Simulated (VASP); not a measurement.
Set up this calculation in VASP 6.6.1, as the native input.

| Property | Result |
| --- | --- |
| Task | single point |
| Functional | PBE |
| Potentials or basis | VASP PAW PBE potentials, release 64 (Si, Ni) |
| Cutoff | 520 eV |
| k mesh | 8 × 10 × 6 |
| Occupations | gaussian, width 0.1 eV |
| Spin | no spin polarisation |
| Dipole correction | no |
| Further INCAR settings | ALGO = Normal; EDIFF = 1e-07; NBANDS = 38 |

The structure of SiNi lies in POSCAR:

```
SiNi
1.0
    5.1540862251      0.0000000000      0.0000000000
    0.0000000000      3.3754898118      0.0000000000
    0.0000000000      0.0000000000      5.6197143914
Si Ni
4 4
Direct
    0.3212470323      0.7500000000      0.0840781143
    0.1787529677      0.2500000000      0.5840781143
    0.8212470323      0.7500000000      0.4159218857
    0.6787529677      0.2500000000      0.9159218857
    0.0082176506      0.2500000000      0.1884869083
    0.4917823494      0.7500000000      0.6884869083
    0.5082176506      0.2500000000      0.3115130917
    0.9917823494      0.7500000000      0.8115130917
```

One way to write it, as run:

INCAR

```
SYSTEM = SiNi
PREC = Accurate
ENCUT = 520
EDIFF = 1E-7
ISMEAR = 0
SIGMA = 0.1
LREAL = .False.
LASPH = .True.
NELM = 60
ALGO = Normal
ISIF = 2
LWAVE = .False.
LCHARG = .False.
GGA = PE
NBANDS = 38
```

KPOINTS

```
Automatic mesh
0
Gamma
  8 10 6
  0 0 0
```

Potentials or basis: VASP PAW PBE potentials, release 64 (Si, Ni).

Launch:

```bash
$ cat potpaw_PBE.64/Si/POTCAR potpaw_PBE.64/Ni/POTCAR > POTCAR
$ mpirun -np 1 vasp_std > vasp.out
```

It gave:

The pressure is 0.0 GPa, the largest force is 0.013 eV/Å and the band gap on the k mesh is zero (bands 28 and 29 overlap by 1.80 eV).

Run time: 15 min on 1 thread of Intel Xeon 8259CL, on a shared host, peak memory 0.45 GiB.
